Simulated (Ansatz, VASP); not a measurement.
# Two plane-wave programs on NiO

The input INCAR:

```
SYSTEM = NiO
ALGO = Normal
EDIFF = 1E-6
ENCUT = 520
GGA = PE
ISIF = 2
ISMEAR = 0
ISPIN = 2
LASPH = .True.
LCHARG = .False.
LMAXMIX = 4
LORBIT = 11
LREAL = .False.
LWAVE = .False.
MAGMOM = 2 0
NBANDS = 19
NELM = 150
PREC = Accurate
SIGMA = 0.1
```

The input KPOINTS:

```
k-points
0
Gamma
  8 8 8
  0 0 0
```

Contents of POSCAR:

```
NiO
1.0
    0.0000000000      2.0913100200      2.0913100200
    2.0913100200      0.0000000000      2.0913100200
    2.0913100200      2.0913100200      0.0000000000
Ni O
1 1
Direct
    0.0000000000      0.0000000000      0.0000000000
    0.5000000000      0.5000000000      0.5000000000
```

Input for Ansatz:

```yaml
crystal:
  lattice:
    - [0.0, 2.09131002, 2.09131002]
    - [2.09131002, 0.0, 2.09131002]
    - [2.09131002, 2.09131002, 0.0]
  atoms:
    - { symbol: Ni, position: [0.0, 0.0, 0.0], spin: 2.0 }
    - { symbol: O, position: [0.5, 0.5, 0.5] }
basis:
  ecutwfc: 420
kpoints:
  mp_grid: { grid: [8, 8, 8] }
hamiltonian:
  xc: pbe
scf:
  occupations: { method: gaussian, width: 0.1 }
  lower_state_search: "off"
output:
  forces: true
  stress: true
  eigenvalues: true
  populations: true
magnetization:
  spin_polarized: true
```

Alike in both runs: task single point; functional PBE; k mesh 8 × 8 × 8; occupations gaussian, width 0.1 eV; collinear spin.

```csv
,VASP,Ansatz
version,VASP 6.6.1,Ansatz 0.2.0
potentials or method,"VASP PAW PBE potentials, release 64 (Ni, O), cutoff 520 eV","scalar-relativistic, plane waves, PAW"
valence electrons in the cell,16,24
```

```tsv
	VASP	Ansatz	Ansatz less VASP
gap on the k mesh at the Fermi level (eV)	none	none	-
pressure (GPa)	4.9	5.1	+0.20
net moment per atom (μB)	0.90	0.91	+0.009
size of the moment on the site where the two differ most (μB)	0.28	0.30	+0.019
```

Site moments also hang on the region over which each program counts them. A gap of «none» marks a metal or a gap that the smearing closes. With one functional, cell and mesh, what is left measures potentials, basis and numerics. VASP's potentials hold 16 valence electrons a cell and Ansatz's 24, so a difference there can come from the potentials and not from the codes.
